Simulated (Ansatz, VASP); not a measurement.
## One calculation of La2O3, two programs

INCAR

```
PREC     = Accurate       # precision mode
ENCUT    = 520            # plane-wave cutoff, eV
EDIFF    = 1E-6           # SCF threshold, eV
ISMEAR   = -1             # smearing method
SIGMA    = 0.05           # smearing width, eV
LREAL    = F              # projectors in reciprocal space
LASPH    = T              # aspherical terms in the spheres
NELM     = 100            # most SCF steps
ALGO     = Normal         # electronic algorithm
ISIF     = 2              # what is computed and relaxed
LWAVE    = F              # write WAVECAR
LCHARG   = F              # write CHGCAR
GGA      = PS             # functional
NBANDS   = 28             # bands
```

The input KPOINTS:

```
regular mesh
0
Gamma
  5 5 8
```

The input POSCAR:

```
La2O3
1.0
    6.4952117420      0.0000000000      0.0000000000
   -3.2476058710      5.6250183716      0.0000000000
    0.0000000000      0.0000000000      3.3544183217
La O
2 3
Direct
    0.6666666667      0.3333333333      0.4981030000
    0.3333333333      0.6666666667      0.5018970000
    0.5046070000      0.0000000000      0.0000000000
    0.0000000000      0.5046070000      0.0000000000
    0.4953930000      0.4953930000      0.0000000000
```

The input input.yaml:

```yaml
crystal:
  lattice:
    - [6.495211742, 0.0, 0.0]
    - [-3.247605871, 5.6250183716, 0.0]
    - [0.0, 0.0, 3.3544183217]
  atoms:
    - { symbol: La, position: [0.6666666667, 0.3333333333, 0.498103] }
    - { symbol: La, position: [0.3333333333, 0.6666666667, 0.501897] }
    - { symbol: O, position: [0.504607, 0.0, 0.0] }
    - { symbol: O, position: [0.0, 0.504607, 0.0] }
    - { symbol: O, position: [0.495393, 0.495393, 0.0] }
kpoints:
  mp_grid: { grid: [5, 5, 8] }
scf:
  occupations: { method: fermi_dirac, width: 0.05 }
hamiltonian:
  xc: pbesol
  pseudopotentials: { kind: all_electron, lapw: { basis_error: 0.002 } }
output:
  forces: true
  stress: true
  eigenvalues: true
```

Change from the starting cell: volume scaled by 1.06.

Alike in both runs: task single point; functional PBEsol; k mesh 5 × 5 × 8; occupations fermi-dirac, width 0.05 eV; no spin polarisation.

|  | VASP | Ansatz |
| --- | --- | --- |
| version | VASP 6.6.1 | Ansatz 0.2.0 |
| potentials or method | VASP PAW PBE potentials, release 64 (La, O), cutoff 520 eV | all-electron LAPW, scalar-relativistic |

Ansatz gave:

```
gap on the k mesh at the Fermi level (eV)                     : 1.81
least direct gap on the mesh (eV)                             : 2.10
pressure (GPa)                                                : -7.5
traceless stress, the component that is largest in VASP (GPa) : -2.63
rms of the force components (eV/Å)                            : 0.026
```

Estimate VASP's values.

gap on the k mesh at the Fermi level (eV): 1.80; least direct gap on the mesh (eV): 2.09; pressure (GPa): -7.7; traceless stress, the component that is largest in VASP (GPa): -2.65; rms of the force components (eV/Å): 0.026.

VASP's potentials were made for PBE, not for PBEsol. Atom by atom the forces differ by 0.000 eV/Å (rms over components). Ansatz ran all-electron here, and VASP with PAW potentials.

Spin-orbit coupling is off throughout.
